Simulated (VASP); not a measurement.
# Si9N8O6 in VASP: further runs, part 2 of 2

VASP 6.6.1.

## (4) Single point, PBE

INCAR

```
PREC = Accurate ; ENCUT = 520
EDIFF = 1E-6 ; ISMEAR = -1
SIGMA = 0.131 ; LREAL = Auto
LASPH = T ; NELM = 60
ALGO = Normal ; ISIF = 2
LWAVE = F ; LCHARG = T
GGA = PE ; LELF = T
LVHAR = T ; ISYM = 0
NBANDS = 73
```

KPOINTS

```
Automatic mesh
0
Gamma
  1 1 1
```

POSCAR

```
Si9N8O6
1.0
    6.9494310000     -0.1483230000     -0.0508250000
   -0.1483230000      6.7490330000     -0.1619310000
   -0.0508250000     -0.1619310000      6.6115700000
Si N O
9 8 6
Direct
    0.7898031946      0.3701305278      0.6513710592
    0.2349955825      0.4634432713      0.6987956692
    0.0867441856      0.0282690129      0.6053278424
    0.5927725413      0.5994595757      0.9383419903
    0.3379937177      0.4618172551      0.2336035254
    0.5416904836      0.7285517690      0.5674501722
    0.4986438397      0.1824022278      0.5006101650
    0.9219709453      0.6135815750      0.3594728712
    0.8341171422      0.9398024994      0.2086217286
    0.1986630550      0.8763866502      0.8233329174
    0.3606563624      0.5283204221      0.9431074335
    0.7725745291      0.6642228370      0.1436863511
    0.0044262958      0.5269961199      0.6567160259
    0.2870023247      0.1973207681      0.6204947149
    0.3897690323      0.5443664579      0.5180507528
    0.0173060663      0.8736138189      0.3860755827
    0.1676331826      0.8274272324      0.9810279670
    0.0935431498      0.4929133008      0.2222584461
    0.5055671045      0.9231589716      0.4646925773
    0.4585791702      0.2354822221      0.2427913730
    0.5644423487      0.7881678215      0.8024149462
    0.9007409414      0.1324673318      0.7182305755
    0.7208378940      0.5780674851      0.4898672527
```

Potentials or basis: VASP PAW PBE potentials, release 64 (Si, N, O).

Command:

```console
> cat potpaw_PBE.64/Si/POTCAR potpaw_PBE.64/N/POTCAR potpaw_PBE.64/O/POTCAR > POTCAR
> mpirun -np 1 vasp_gam > vasp.out
```

OUTCAR:

```text
PREC = Accurate
   ENCUT = 520
   EDIFF = 1E-6
   ISMEAR = -1
   LREAL = Auto
   LASPH = T
   NELM = 60
   ISIF = 2
   GGA = PE
   ISYM = 0

 ion  position               nearest neighbor table
   1  0.790  0.370  0.651-  13 1.79  23 1.88  22 1.88   7 2.51   8 2.74   4 2.80   6 3.10   2 3.14

   2  0.235  0.463  0.699-  13 1.70  15 1.71  11 1.85  14 1.90   6 2.89   7 2.97   4 3.01   3 3.10
                             1 3.14
   3  0.087  0.028  0.605-  22 1.67  14 1.76  16 1.79  10 1.98   2 3.10   7 3.10
   4  0.593  0.599  0.938-  21 1.61  11 1.66  12 1.86   6 2.67   1 2.80   5 2.82   2 3.01
   5  0.338  0.462  0.234-  18 1.72  20 1.78  15 1.96  11 2.00   4 2.82   7 2.89   6 3.07
   6  0.542  0.729  0.567-  19 1.54  21 1.59  15 1.61  23 1.71   4 2.67   2 2.89   5 3.07   1 3.10
                             8 3.11   7 3.14
   7  0.499  0.182  0.501-  14 1.69  19 1.76  20 1.78   1 2.51   5 2.89   2 2.97   3 3.10   6 3.14

   8  0.922  0.614  0.359-  23 1.67  18 1.72  12 1.81  16 1.85  13 2.15   9 2.56   1 2.74   6 3.11

   9  0.834  0.940  0.209-  16 1.80  12 1.92   8 2.56
  10  0.199  0.876  0.823-  17 1.13   3 1.98
  11  0.361  0.528  0.943-   4 1.66   2 1.85   5 2.00
  12  0.773  0.664  0.144-   8 1.81   4 1.86   9 1.92
  13  0.004  0.527  0.657-   2 1.70   1 1.79   8 2.15
  14  0.287  0.197  0.620-   7 1.69   3 1.76   2 1.90
  15  0.390  0.544  0.518-   6 1.61   2 1.71   5 1.96
  16  0.017  0.874  0.386-   3 1.79   9 1.80   8 1.85
  17  0.168  0.827  0.981-  10 1.13
  18  0.094  0.493  0.222-   8 1.72   5 1.72
  19  0.506  0.923  0.465-   6 1.54   7 1.76
  20  0.459  0.235  0.243-   5 1.78   7 1.78
  21  0.564  0.788  0.802-   6 1.59   4 1.61
  22  0.901  0.132  0.718-   3 1.67   1 1.88
  23  0.721  0.578  0.490-   8 1.67   6 1.71   1 1.88

IMPORTANT INFORMATION: All symmetrisations will be switched off!
NOSYMM: (Re-)initialisation of all symmetry stuff for point group C_1.

----------------------------------------------------------------------------------------

                                     Primitive cell

  volume of cell :     309.7479

  direct lattice vectors                    reciprocal lattice vectors
     6.949431000 -0.148323000 -0.050825000     0.143973478  0.003192525  0.001184956
    -0.148323000  6.749033000 -0.161931000     0.003192525  0.148327289  0.003657383
    -0.050825000 -0.161931000  6.611570000     0.001184956  0.003657383  0.151348692

  length of vectors
     6.951199473  6.752604519  6.613748007     0.144013745  0.148406716  0.151397513

  position of ions in fractional coordinates (direct lattice)
     0.789803195  0.370130528  0.651371059
     0.234995582  0.463443271  0.698795669
     0.086744186  0.028269013  0.605327842
     0.592772541  0.599459576  0.938341990
     0.337993718  0.461817255  0.233603525
     0.541690484  0.728551769  0.567450172
[... 15 lines left out ...]
     0.900740941  0.132467332  0.718230576
     0.720837894  0.578067485  0.489867253

  ion indices of the primitive-cell ions
   primitive index   ion index
                 1           1
                 2           2
                 3           3
                 4           4
                 5           5
                 6           6
[... 15 lines left out ...]
                22          22
                23          23

----------------------------------------------------------------------------------------

 KPOINTS: Automatic mesh

Automatic generation of k-mesh.
 Grid dimensions read from file:
 generate k-points for:    1    1    1

 Generating k-lattice:

  Cartesian coordinates                     Fractional coordinates (reciprocal lattice)
     0.143973478  0.003192525  0.001184956     1.000000000 -0.000000000  0.000000000
     0.003192525  0.148327289  0.003657383     0.000000000  1.000000000  0.000000000
     0.001184956  0.003657383  0.151348692     0.000000000  0.000000000  1.000000000

  Length of vectors
     0.144013745  0.148406716  0.151397513

  Shift w.r.t. Gamma in fractional coordinates (k-lattice)
     0.000000000  0.000000000  0.000000000

 Subroutine IBZKPT returns following result:
 ===========================================

 Found      1 irreducible k-points:

 Following reciprocal coordinates:
            Coordinates               Weight
  0.000000  0.000000  0.000000      1.000000
   k-points           NKPTS =      1   k-points in BZ     NKDIM =      1   number of bands    NBANDS=     73
   number of dos      NEDOS =    301   number of ions     NIONS =     23
   total plane-waves  NPLWV = 135000
   dimension x,y,z NGX =    54 NGY =   50 NGZ =   50
   dimension x,y,z NGXF=   108 NGYF=  100 NGZF=  100
   ions per type =               9   8   6
   NGX,Y,Z   is equivalent  to a cutoff of  12.91, 12.31, 12.57 a.u.
   NGXF,Y,Z  is equivalent  to a cutoff of  25.83, 24.62, 25.14 a.u.
 SYSTEM =  unknown system
   PREC   = accura    normal or accurate (medium, high low for compatibility)
   ISTART =      0    job   : 0-new  1-cont  2-samecut
   ICHARG =      2    charge: 1-file 2-atom 10-const
   ISPIN  =      1    spin polarized calculation?
   LNONCOLLINEAR =      F non collinear calculations
   LSORBIT =      F    spin-orbit coupling
   LASPH  =      T    aspherical Exc in radial PAW
   ENCUT  =  520.0 eV  38.22 Ry    6.18 a.u.  12.92 12.56 12.30*2*pi/ulx,y,z
   NELM   =     60;   NELMIN=  2; NELMDL= -5     # of ELM steps
   EDIFF  = 0.1E-05   stopping-criterion for ELM
   LREAL  =      T    real-space projection
   EDIFFG = 0.1E-04   stopping-criterion for IOM
   NSW    =      0    number of steps for IOM
   IBRION =     -1    ionic relax: 0-MD 1-quasi-New 2-CG
   NFREE  =      0    steps in history (QN), initial steepest desc. (CG)
   ISIF   =      2    stress and relaxation
   ISYM   =      0    0-nonsym 1-usesym 2-fastsym
   POTIM  = 0.5000    time-step for ionic-motion
   TEBEG  =    0.0;   TEEND  =   0.0 temperature during run
   PSTRESS=    0.0 pullay stress
   NELECT =     112.0000    total number of electrons
   NUPDOWN=      -1.0000    fix difference up-down
   EMIN   =  10.00;   EMAX   =-10.00  energy-range for DOS
   EFERMI =   0.00;   METHOD = LEGACY
   ISMEAR =    -1;   SIGMA  =   0.13  broadening in eV -4-tet -1-fermi 0-gaus
   EFERMI_NEDOS =   21; number of points for ismear=-14 and -15
   IALGO  =     38    algorithm
   IMIX   =      4    mixing-type and parameters
     AMIX     =   0.40;   BMIX     =  1.00
     AMIX_MAG =   1.60;   BMIX_MAG =  1.00
  volume/ion in A,a.u.               =      13.47        90.88
  Fermi-wavevector in a.u.,A,eV,Ry     =   1.166303  2.203993 18.507496  1.360263
  Thomas-Fermi vector in A             =   2.302818
   LORBIT       =      0    0 simple, 1 ext, 2 COOP (PROOUT), +10 PAW based schemes
   GGA     = PE    functional components
   LHFCALC =     F    Hartree Fock is set to
   AEXX    =    0.0000 exact exchange contribution
   IVDW    =     0    specifies the selected vdW correction
   LEPSILON=     F    determine dielectric tensor
   LRPA    =     F    only Hartree local field effects (RPA)
 non-spin polarized calculation
  energy-cutoff  :      520.00
  volume of cell :      309.75
 maximum number of plane-waves:      4169
 NGX is ok and might be reduce to    50
   NGX = 25   NGY = 25   NGZ = 25

 number of electron     112.0000005 magnetization

 Free energy of the ion-electron system (eV)
  ---------------------------------------------------
  ext. energy  EPLUGINS =         0.00000000
  ---------------------------------------------------
  free energy    TOTEN  =      -166.49195978 eV

  energy without entropy =     -166.33844081  energy(sigma->0) =     -166.41520030

 E-fermi :   4.6330     XC(G=0):  -9.3555

 val. band max:        4.3098647892   @ k =   0.0000   0.0000   0.0000
 cond. band min:       4.9810491620   @ k =   0.0000   0.0000   0.0000
 fundamental gap:      0.6711843728
 Fermi energy:         4.6329986829

 k-point     1 :       0.0000    0.0000    0.0000
  band No.  band energies     occupation
      1     -19.7965      2.00000
      2     -17.6328      2.00000
      3     -16.8140      2.00000
      4     -16.1989      2.00000
      5     -15.3431      2.00000
      6     -15.0466      2.00000
[... 60 lines left out ...]
     67       9.1389      0.00000
     68       9.3213      0.00000
 [bands above 68 left out]

------------------------ aborting loop because EDIFF is reached ----------------------------------------

  FORCE on cell =-STRESS in cart. coord.  units (eV):
  Direction    XX          YY          ZZ          XY          YZ          ZX
  --------------------------------------------------------------------------------------
  -------------------------------------------------------------------------------------
  Total       -2.8811406     -2.2840409     -8.5846306      5.4564829    -16.3152766    -13.6705869
  in kB      -14.9027586    -11.8142483    -44.4041766     28.2237692    -84.3911009    -70.7113895
  external PRESSURE =     -23.7070612 kB  Pullay stress =       0.0000000 kB

 VOLUME and BASIS-vectors are now :
 -----------------------------------------------------------------------------
  energy-cutoff  :      520.00
  volume of cell :      309.75
      direct lattice vectors                 reciprocal lattice vectors
     6.949431000 -0.148323000 -0.050825000     0.143973478  0.003192525  0.001184956
    -0.148323000  6.749033000 -0.161931000     0.003192525  0.148327289  0.003657383
    -0.050825000 -0.161931000  6.611570000     0.001184956  0.003657383  0.151348692

 POSITION                                       TOTAL-FORCE (eV/Angst)
 -----------------------------------------------------------------------------------
      5.40068      2.27540      4.20651        -0.613886     -0.425034      3.161116
      1.52883      2.97978      4.53315         0.286931     -2.233333      0.412360
      0.56786      0.07990      3.99318        -0.536456      1.198468     -0.439406
      3.98283      3.80590      6.07671         4.403293     -2.273512      0.709099
      2.26849      3.02886      1.45252        -1.791241     -1.613436     -0.755906
      3.62754      4.74479      3.60623         2.008516     -1.026226      0.210977
[... 15 lines left out ...]
      6.20349      0.64412      4.68140         0.785516      0.292108     -1.091577
      4.89877      3.71516      3.10855        -0.205791      0.858807     -0.033837
 -----------------------------------------------------------------------------------
    total drift:                               -0.002179     -0.000608     -0.001943

  FREE ENERGIE OF THE ION-ELECTRON SYSTEM (eV)
  ---------------------------------------------------
  free  energy   TOTEN  =      -166.4919597816 eV

  energy  without entropy=     -166.3384408092  energy(sigma->0) =     -166.41520030
```

Wall time 46 s (1 thread of Intel Xeon Platinum 8559C (Emerald Rapids), shared host); peak memory 0.33 GiB.

Results:

- Free energy: -166.4920 eV
- Pressure: -2.4 GPa
- Largest force: 5.006 eV/Å

Forces on the atoms (eV/Å):
```
Si  -0.614 -0.425  3.161
Si   0.287 -2.233  0.412
Si  -0.536  1.198 -0.439
Si   4.403 -2.274  0.709
Si  -1.791 -1.613 -0.756
Si   2.009 -1.026  0.211
Si   1.388 -0.430 -2.160
Si   3.366  0.577 -0.205
Si  -0.017 -0.330 -0.501
N   -1.608  0.184 -0.537
N   -1.430 -2.275  3.051
N   -1.371  1.738 -1.229
N    0.306 -1.215 -1.428
N   -3.091  0.170  1.200
N   -2.862 -1.156 -2.451
N   -0.736 -0.062  1.558
N    0.432  0.676  0.127
O    1.189 -0.679  1.070
O    0.138  3.521 -1.798
O   -1.381  2.385  0.715
O    1.342  2.119  0.416
O    0.786  0.292 -1.092
O   -0.206  0.859 -0.034
```

Stress tensor (GPa, compression positive):
```
-1.49  2.82 -7.07
 2.82 -1.18 -8.44
-7.07 -8.44 -4.44
```

Caveat: the k points lie up to 0.95 Å⁻¹ apart; the standard files for N, O and F lose accuracy on very short bonds; the atoms stand as in a frame of molecular dynamics.

## (5) Single point, PBE

INCAR

```
PREC = Accurate
ENCUT = 520
EDIFF = 1E-6
ISMEAR = -1
SIGMA = 0.131
LREAL = Auto
LASPH = True
NELM = 80
ALGO = Normal
ISIF = 2
LWAVE = False
LCHARG = True
GGA = PE
LELF = True
LVHAR = True
ISYM = 0
NBANDS = 73
```

KPOINTS is that of step 4.

POSCAR

```
Si9N8O6
1.0
    6.9494310000     -0.1483230000     -0.0508250000
   -0.1483230000      6.7490330000     -0.1619310000
   -0.0508250000     -0.1619310000      6.6115700000
Si N O
9 8 6
Direct
    0.7690831223      0.4042146246      0.6752142877
    0.2421203684      0.4456426722      0.7058875776
    0.0710268064      0.0822613732      0.5958019962
    0.6009717326      0.6011084624      0.9597910153
    0.2903305849      0.4603253943      0.2379443919
    0.5179207667      0.7325295799      0.5598356473
    0.4945601949      0.1562440656      0.4717237781
    0.9583618302      0.6490723617      0.4212700881
    0.8125279768      0.9343747903      0.1962978504
    0.1216282026      0.8956688175      0.8345600668
    0.3598950674      0.4957064330      0.9984706969
    0.7547399322      0.6934522344      0.1670076957
   -0.0031047977      0.5151100701      0.6355878388
    0.2859202450      0.1965465977      0.6297615973
    0.3569289217      0.5575413730      0.4853262001
   -0.0104041040      0.9295610922      0.4317187852
    0.1057253948      0.8207507080      0.9795598437
    0.0719193532      0.5004265032      0.2467451551
    0.5074059020      0.9238967747      0.4204065651
    0.3955417140      0.2421976417      0.2575970176
    0.5439577394      0.7801006069      0.8039924138
    0.9424137181      0.1924737184      0.7444334158
    0.7187172145      0.5967337766      0.4751076521
```

Command:

```console
> cat potpaw_PBE.64/Si/POTCAR potpaw_PBE.64/N/POTCAR potpaw_PBE.64/O/POTCAR > POTCAR
> mpirun -np 1 vasp_gam > vasp.out
```

Wall time 38 s (1 thread of Intel Xeon Platinum 8559C (Emerald Rapids), shared host); peak memory 0.33 GiB.

The run converged. Its results:

| Quantity | Value |
| --- | --- |
| Free energy | -167.1267 eV |
| Pressure | 2.5 GPa |
| Largest force | 8.261 eV/Å |

Forces in eV/Å, atoms in the order of the input:
```
Si  -0.053 -1.563  0.763
Si  -0.949 -0.163 -0.263
Si   2.222  0.631  2.642
Si   0.889 -1.298  0.755
Si   2.780 -2.271  0.291
Si   2.490 -0.901 -0.730
Si  -0.638  4.519  0.216
Si  -0.482  0.492 -1.149
Si   0.430  2.114  0.319
N   -0.046  0.175 -1.243
N    1.190  1.267 -3.524
N   -0.819 -0.816 -3.321
N    3.030  0.771  1.016
N    1.318  0.539  0.254
N   -1.106  0.491  2.249
N   -2.181 -6.380 -4.774
N    0.231  0.093  1.340
O   -3.259  1.036  0.360
O    0.155 -1.555  0.543
O    0.157 -0.263  0.287
O   -0.115  0.948 -0.968
O   -3.993  1.802  1.993
O   -1.248  0.330  2.944
```

Stress tensor (GPa, compression positive):
```
 0.82  2.05 -6.86
 2.05  6.22 -3.94
-6.86 -3.94  0.42
```

Levels at points of the mesh, in eV from the Fermi level:
```tsv
k point	band 54	band 55	band 56	band 57	band 58	band 59
(0.00, 0.00, 0.00)	-1.95	-1.29	-0.91	0.91	1.28	1.36
```

Caveat: the k points lie up to 0.95 Å⁻¹ apart; the standard files for N, O and F lose accuracy on very short bonds; the atoms stand as in a frame of molecular dynamics.

## (6) Single point, PBE

INCAR

```
PREC = Accurate
ENCUT = 520
EDIFF = 1E-6
ISMEAR = -1
SIGMA = 0.131
LREAL = Auto
LASPH = T
NELM = 100
ALGO = Normal
ISIF = 2
LWAVE = F
LCHARG = T
GGA = PE
LELF = T
LVHAR = T
NBANDS = 73
ISYM = 0
```

KPOINTS is that of step 5.

POSCAR

```
Si9N8O6
1.0
    6.9494310000     -0.1483230000     -0.0508250000
   -0.1483230000      6.7490330000     -0.1619310000
   -0.0508250000     -0.1619310000      6.6115700000
Si N O
9 8 6
Direct
    0.7484970747      0.4047130589      0.6973245317
    0.2199846016      0.4739872710      0.6938631747
    0.0385392004      0.0549567713      0.6227085185
    0.5816923683      0.6228575596      0.9226143657
    0.2761507510      0.4872875268      0.2504405638
    0.5349189631      0.7663181130      0.5638725620
    0.4860851110      0.2165329292      0.4977693149
    0.9406105718      0.6591170334      0.4306552018
    0.7608486241      0.9524279434      0.1865626078
    0.1157858103      0.9179916310      0.8445888218
    0.3197906001      0.5225544838      0.9537405075
    0.6937206007      0.7249406425      0.1554958524
   -0.0226780192      0.5228029638      0.6295714023
    0.2548274188      0.2036432817      0.6414674221
    0.3220234776      0.6546930096      0.5041791794
   -0.0673021819      0.9183723275      0.4260185275
    0.0975261925      0.9008094778      1.0132372112
    0.0267034655      0.4775790674      0.2282524513
    0.5377033326      0.9507756208      0.4103554555
    0.3995209170      0.2711430687      0.2687711268
    0.6157689576      0.8457893187      0.7780988430
    0.8637199792      0.1825138902      0.7288025726
    0.6818384198      0.5920017356      0.4763320771
```

Potentials or basis: VASP PAW PBE potentials, release 64 (Si, N, O).

Command:

```console
> cat potpaw_PBE.64/Si/POTCAR potpaw_PBE.64/N/POTCAR potpaw_PBE.64/O/POTCAR > POTCAR
> mpirun -np 1 vasp_gam > vasp.out
```

Wall time 41 s (1 thread of Intel Xeon Platinum 8559C (Emerald Rapids), shared host); peak memory 0.34 GiB.

The run converged. Its results:

```yaml
Free_energy: -166.5310 eV
Pressure: -6.1 GPa
Largest_force: 6.299 eV/Å
```

Forces in eV/Å, atoms in the order of the input:
```
Si   1.214 -0.815 -1.403
Si  -0.850 -0.181  1.589
Si  -0.554  2.290 -0.104
Si   0.083  0.923  3.288
Si  -0.590 -0.477 -2.806
Si   1.361  0.520 -3.524
Si  -1.062 -2.633 -0.236
Si  -1.931 -0.712 -2.901
Si   1.053  3.039  1.647
N   -0.832  0.117 -0.428
N    2.250  0.874 -0.139
N   -1.423 -4.622 -4.037
N    1.369 -0.741  2.830
N    0.196  1.345 -0.909
N   -3.099 -3.999 -0.113
N    1.556 -1.763  0.137
N    0.142 -0.057  0.453
O    1.960  2.227  2.163
O   -0.450  3.650  0.999
O   -0.780  2.313  0.052
O   -1.104 -1.368  2.283
O    0.112  0.323  0.135
O    1.379 -0.253  1.025
```

Stress tensor (GPa, compression positive):
```
-9.66  0.07 -1.96
 0.07 -4.89 -4.54
-1.96 -4.54 -3.81
```

Levels at points of the mesh, in eV from the Fermi level:
```tsv
k point	band 53	band 54	band 55	band 56	band 57	band 58	band 59	band 60
(0.00, 0.00, 0.00)	-2.00	-1.58	-1.17	-0.48	0.48	1.04	1.20	2.43
```

Caveat: the k points lie up to 0.95 Å⁻¹ apart; the standard files for N, O and F lose accuracy on very short bonds; the atoms stand as in a frame of molecular dynamics.

## (7) Overview

| cell | smearing | pressure (GPa) | largest force (eV/Å) |
| --- | --- | --- | --- |
| as given, atomic positions A | fermi-dirac 0.2361 eV | 7.8 | 7.61 |
| as given, atomic positions B | fermi-dirac 0.2361 eV | 5.6 | 6.42 |
| as given, atomic positions C | fermi-dirac 0.131 eV | -2.4 | 5.01 |
| as given, atomic positions D | fermi-dirac 0.131 eV | 2.5 | 8.26 |
| as given, atomic positions E | fermi-dirac 0.131 eV | -6.1 | 6.30 |

Alike in all rows: task single point; level PBE; potentials or basis VASP PAW PBE potentials, release 64 (Si, N, O); no spin polarisation; k mesh 1 × 1 × 1; cutoff (eV) 520.

Caveats: all runs use coarse meshes; the standard files for N, O and F lose accuracy on very short bonds; the atoms stand as in a frame of molecular dynamics.

Absolute energies hang on the potentials; compare differences alone.
